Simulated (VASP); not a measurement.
Wanted: the native input for a VASP 6.6.1 run.

```yaml
Task: single point
Functional: PBEsol
Potentials_or_basis: VASP PAW PBE potentials, release 64 (Ba_sv, Sr_sv, Ti_sv, O)
Cutoff: 520 eV
k_mesh: 1 × 1 × 1, shifted
Occupations: fermi-dirac, width 0.05 eV
Spin: no spin polarisation
Dipole_correction: no
Further_INCAR_settings: LREAL = Auto; ALGO = Normal; EDIFF = 1e-06; NBANDS = 186; ISYM = 0
```

The structure of BaSrTi2O6 lies in POSCAR:

```
BaSrTi2O6
1.0
    7.8814958963      0.0000000000      0.0000000000
    0.0000000000      7.8814958963      0.0000000000
    0.0000000000      0.0000000000      7.8814958963
Ba Sr Ti O
4 4 8 24
Direct
    0.0032910000      0.0029870000      0.0029810000
    0.0032880000      0.0029870000      0.5029840000
    0.0032900000      0.5029910000      0.0029830000
    0.0032940000      0.5029900000      0.5029820000
    0.5047870000      0.0058060000      0.0058030000
    0.5047900000      0.0058110000      0.5058010000
    0.5047960000      0.5058210000      0.0057990000
    0.5048010000      0.5058190000      0.5058000000
    0.2620130000      0.2568280000      0.2568230000
    0.2620030000      0.2568300000      0.7568220000
    0.2619980000      0.7568290000      0.2568170000
    0.2620090000      0.7568290000      0.7568160000
    0.7524350000      0.2575180000      0.2575150000
    0.7524230000      0.2575120000      0.7575130000
    0.7524230000      0.7575180000      0.2575150000
    0.7524340000      0.7575140000      0.7575140000
    0.2548550000      0.2471940000      0.9962080000
    0.2548300000      0.2471780000      0.4962060000
    0.2548490000      0.7471800000      0.9962210000
    0.2548590000      0.7471860000      0.4962230000
    0.7394920000      0.2473420000      0.9964090000
    0.7395260000      0.2473430000      0.4964110000
    0.7395290000      0.7473390000      0.9964180000
    0.7395160000      0.7473380000      0.4964170000
    0.9946660000      0.2483610000      0.2483240000
    0.9946690000      0.2483600000      0.7483470000
    0.9946780000      0.7483600000      0.2483490000
    0.9946740000      0.7483570000      0.7483440000
    0.4975300000      0.2456970000      0.2457130000
    0.4975280000      0.2456970000      0.7456740000
    0.4975340000      0.7457120000      0.2456980000
    0.4975370000      0.7457150000      0.7457170000
    0.2548440000      0.9962210000      0.2471640000
    0.2548510000      0.9962230000      0.7471770000
    0.2548530000      0.4962240000      0.2471690000
    0.2548560000      0.4962280000      0.7471590000
    0.7395070000      0.9964230000      0.2473330000
    0.7395150000      0.9964220000      0.7473280000
    0.7395070000      0.4964270000      0.2473300000
    0.7395010000      0.4964270000      0.7473250000
```

The input as run:

INCAR

```
PREC = Accurate
ENCUT = 520
EDIFF = 1E-6
ISMEAR = -1
SIGMA = 0.05
LREAL = Auto
LASPH = True
NELM = 60
ALGO = Normal
ISIF = 2
LWAVE = False
LCHARG = False
GGA = PS
NBANDS = 186
ISYM = 0
```

KPOINTS

```
Automatic mesh
0
Gamma
  1 1 1
  0.25 0.25 0.25
```

Potentials or basis: VASP PAW PBE potentials, release 64 (Ba_sv, Sr_sv, Ti_sv, O).

Command:

```bash
$ cat potpaw_PBE.64/Ba_sv/POTCAR potpaw_PBE.64/Sr_sv/POTCAR potpaw_PBE.64/Ti_sv/POTCAR potpaw_PBE.64/O/POTCAR > POTCAR
$ mpirun -np 1 vasp_std > vasp.out
```

It gave:

```json
{"Pressure": "1.4 GPa", "Largest force": "0.185 eV/Å", "Band gap on the k mesh": "2.66 eV"}
```

Caveat: the PAW data sets were made with another functional, which shifts forces and pressure a little; spin-orbit coupling is left out, which moves the levels of the heavy elements; a shifted mesh leaves out Γ, where band edges can lie.

Wall time 19 min on 1 thread of Intel(R) Xeon(R) Platinum 8259CL CPU @ 2.50GHz (Skylake/Cascade Lake) (shared host), peak memory 0.64 GiB.
